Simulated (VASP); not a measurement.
A run of VASP 6.6.1 is set up as follows.

Contents of INCAR:

```
PREC = Accurate
ENCUT = 520
EDIFF = 1E-6
ISMEAR = 0
SIGMA = 0.15
LREAL = False
LASPH = True
NELM = 100
ALGO = Normal
ISIF = 2
LWAVE = False
LCHARG = True
GGA = CA
LELF = True
LVHAR = True
NBANDS = 104
```

Contents of KPOINTS:

```
regular mesh
0
Gamma
  4 4 1
```

The input POSCAR:

```
BRh12
1.0
    5.3740120000      0.0000000000      0.0000000000
    2.6870060000      4.6540310000      0.0000000000
    0.0000000000      0.0000000000     17.3878620000
Rh B
12 1
Direct
    0.1666666488      0.1666667025      0.0575113835
    0.6666666488      0.1666667025      0.0575113835
    0.1666667025      0.6666665950      0.0575113835
    0.6666667025      0.6666665950      0.0575113835
   -0.1666547877      0.3333374874      0.1780104420
    0.3338499649      0.3323276102      0.1782109842
   -0.1676650524      0.8338414592      0.1782109842
    0.3338500743      0.8338405997      0.1782111567
    0.0072318925     -0.0144358729      0.3013586144
    0.5000111859      0.0000010743      0.2981890470
    0.0072391479      0.5072265312      0.3013575217
    0.4855844595      0.5072155729      0.3013589595
    0.8333621169      0.3333379172      0.3642472548
```

Potentials or basis: VASP PAW LDA potentials, release 64 (Rh_pv, B).

The run is started by

```bash
$ cat potpaw_LDA.64/Rh_pv/POTCAR potpaw_LDA.64/B/POTCAR > POTCAR
$ mpirun -np 1 vasp_std > vasp.out
```

**Question.** What does it give for the largest force?

**Answer.** 0.165 eV/Å.

**Question.** Estimate the band gap on the k mesh.

**Answer.** Zero (an odd number of electrons rules out a gap without spin polarisation).

Forces in eV/Å, atoms in the order of the input:
```
Rh  -0.133  0.077 -0.059
Rh   0.134  0.077 -0.059
Rh   0.000  0.000  0.004
Rh   0.000 -0.154 -0.059
Rh   0.000  0.000  0.013
Rh   0.000  0.003  0.005
Rh   0.003 -0.002  0.005
Rh  -0.003 -0.002  0.005
Rh   0.000 -0.043 -0.001
Rh   0.000  0.000  0.047
Rh   0.037  0.021  0.000
Rh  -0.037  0.022 -0.001
B    0.000  0.000  0.102
```

Caveat: there is no dipole correction, which matters where the two faces differ.
